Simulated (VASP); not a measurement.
Input of a VASP 6.6.1 run:

The input INCAR:

```
PREC = Accurate
ENCUT = 520
EDIFF = 1E-6
ISMEAR = 0
SIGMA = 0.02
LREAL = Auto
LASPH = T
NELM = 60
ALGO = Normal
ISIF = 2
LWAVE = F
LCHARG = F
GGA = PE
NBANDS = 88
```

Contents of KPOINTS:

```
Automatic mesh
0
Gamma
  2 2 2
```

Contents of POSCAR:

```
Si16C17
1.0
    6.1838730322      0.0000000000      0.0000000000
   -3.0919365161      5.3553911397      0.0000000000
    0.0000000000      0.0000000000     10.1485845858
Si C
16 17
Direct
    0.1659271919      0.3305665177      0.2496034771
    0.1676876912      0.3342870676      0.7511094710
    0.1875528537      0.8458459675      0.2475902899
    0.1732496608      0.8372830075      0.7428166890
    0.6447834194      0.2904017577      0.2654533721
    0.6687857077      0.3354518752      0.7468763684
    0.6480965037      0.8321931832      0.2610581779
    0.6662957374      0.8341853813      0.7441007104
    0.3243086550      0.1603029504      0.5023906493
    0.3441348798      0.1741773805      0.9972359115
    0.3263808571      0.6627900572      0.4994957629
    0.3395923455      0.6710839426      0.9958061555
    0.8315716381      0.1629074287      0.5059844510
    0.8362422556      0.1687434169      0.9989702420
    0.8245580394      0.6583939264      0.4914311900
    0.8562048338      0.6871036875      0.9729938117
    0.1625774181      0.3300123098      0.4371478567
    0.1712934713      0.3362682488      0.9390917442
    0.1609917303      0.8300601924      0.4341748313
    0.1905770147      0.8479595386      0.9253972237
    0.6540773953      0.3123232190      0.4486603981
    0.6767755993      0.3429221045      0.9356412138
    0.6587436971      0.8359286714      0.4453348112
    0.6688979216      0.8390776477      0.9303589008
    0.3382404359      0.1710536124      0.1857043201
    0.3330112137      0.1697926400      0.6871355253
    0.3301502038      0.6635834633      0.1849845152
    0.3319364180      0.6641513023      0.6845822628
    0.8303680316      0.1580033984      0.1891791889
    0.8372488992      0.1690438619      0.6901963462
    0.7551082010      0.6109421170      0.2403627796
    0.8357991595      0.6681808866      0.6834009158
   -0.0838418459     -0.2515971224      0.1441056127
```

Potentials or basis: VASP PAW PBE potentials, release 64 (Si, C).

Launch:

```sh
$ cat potpaw_PBE.64/Si/POTCAR potpaw_PBE.64/C/POTCAR > POTCAR
$ mpirun -np 1 vasp_std > vasp.out
```

Estimate the pressure.

8.0 GPa.

Predict the largest force.

0.877 eV/Å.

What does it give for the band gap on the k mesh?

Zero (bands 66 and 67 overlap by 0.80 eV).

Forces in eV/Å, atoms in the order of the input:
```
Si  -0.011 -0.025 -0.013
Si  -0.009  0.007  0.004
Si   0.144  0.050 -0.032
Si   0.016  0.008  0.001
Si  -0.079  0.143 -0.038
Si   0.009 -0.008  0.001
Si  -0.238  0.071  0.198
Si   0.006  0.007  0.014
Si   0.005  0.031 -0.042
Si  -0.020 -0.019 -0.016
Si   0.026 -0.012  0.038
Si  -0.020  0.006  0.018
Si  -0.008  0.007  0.026
Si  -0.003 -0.001  0.012
Si  -0.040  0.031  0.044
Si   0.103 -0.021 -0.005
C    0.018  0.003 -0.009
C   -0.011 -0.001  0.004
C    0.006 -0.016 -0.045
C    0.025  0.036 -0.054
C    0.016  0.054 -0.028
C   -0.020 -0.024 -0.033
C   -0.049  0.027  0.118
C    0.037 -0.023  0.068
C   -0.023 -0.007 -0.037
C    0.002  0.009 -0.042
C   -0.005 -0.027 -0.001
C    0.005 -0.008  0.017
C   -0.030 -0.040  0.001
C    0.000  0.004  0.003
C   -0.619  0.146 -0.061
C    0.005  0.005  0.026
C    0.760 -0.413 -0.139
```

Caveat: the k points lie up to 0.59 Å⁻¹ apart, too coarse for converged energies and pressures of a metal.
